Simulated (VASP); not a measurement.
Input of a VASP 6.6.1 run:

INCAR

```
ALGO = Normal
EDIFF = 1E-8
ENCUT = 520
GGA = PS
ISIF = 2
ISMEAR = -1
LASPH = T
LCHARG = F
LEFG = T
LREAL = F
LWAVE = F
NBANDS = 17
NELM = 80
PREC = Accurate
SIGMA = 0.01
```

Contents of KPOINTS:

```
k-points
0
Gamma
  7 7 7
```

File POSCAR:

```
SnSe
1.0
    0.0301000000      3.0250500000      3.0250500000
    3.0250500000      0.0301000000      3.0250500000
    3.0250500000      3.0250500000      0.0301000000
Sn Se
1 1
Direct
    0.0000000000      0.0000000000      0.0000000000
    0.5000000000      0.5000000000      0.5000000000
```

Potentials or basis: VASP PAW PBE potentials, release 64 (Sn_d, Se).

Run with:

```sh
$ cat potpaw_PBE.64/Sn_d/POTCAR potpaw_PBE.64/Se/POTCAR > POTCAR
$ mpirun -np 1 vasp_std > vasp.out
```

What does it give for the pressure?

-1.9 GPa.

Predict the band gap on the k mesh.

0.63 eV, indirect (least direct gap 0.72 eV).

Electric field gradients, principal values (V/Å²):
```tsv
atom	least	middle	greatest (by size)
1 Sn	0.015	0.015	-0.030
2 Se	-3.311	-3.311	6.622
```

Caveat: the cell differs from its parent crystal (equal xy, yz and zx shear strains of +1 %); without QUAD_EFG the Cq values of the log hold for a quadrupole moment of 1 mb, not for the nuclei; the PAW data sets were made with another functional, which shifts forces and pressure a little; spin-orbit coupling is left out, which moves the levels of the heavy elements. A k mesh can miss the band edges.
